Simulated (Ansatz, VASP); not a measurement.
LiSi2N2: VASP beside Ansatz

```
Li Si N
1.0
     2.63341   -3.61835    0.00000
     2.63341    3.61835    0.00000
     0.00000    0.00000    2.66167
Li Si N
1 2 2
Direct
  0.50000 0.50000 0.00000
  0.16880 0.83120 0.00000
  0.83120 0.16880 0.00000
  0.00000 0.50000 0.50000
  0.50000 0.00000 0.50000
```

Alike in both runs: functional PBE; k mesh 4 × 4 × 6; occupations gaussian, width 0.1 eV; no spin polarisation.

Ansatz relaxed the structure, and its values are those at the end. VASP's run is a single point on that final structure, the one shown.

|  | VASP | Ansatz |
| --- | --- | --- |
| version | VASP 6.6.1 | Ansatz 0.2.0 |
| potentials or method | VASP PAW PBE potentials, release 64 (Li_sv, Si, N), cutoff 750 eV | scalar-relativistic, plane waves, PAW |
| valence electrons in the cell | 21 | 21 |

```csv
,VASP,Ansatz,Ansatz less VASP
gap on the k mesh at the Fermi level (eV),none,none,-
pressure (GPa),-0.1,0.0,+0.13
rms of the force components (eV/Å),0.006,0.000,-0.0056
```

A gap of «none» marks a metal or a gap that the smearing closes.

The k mesh is coarse, so the values compare programs but aren't converged.
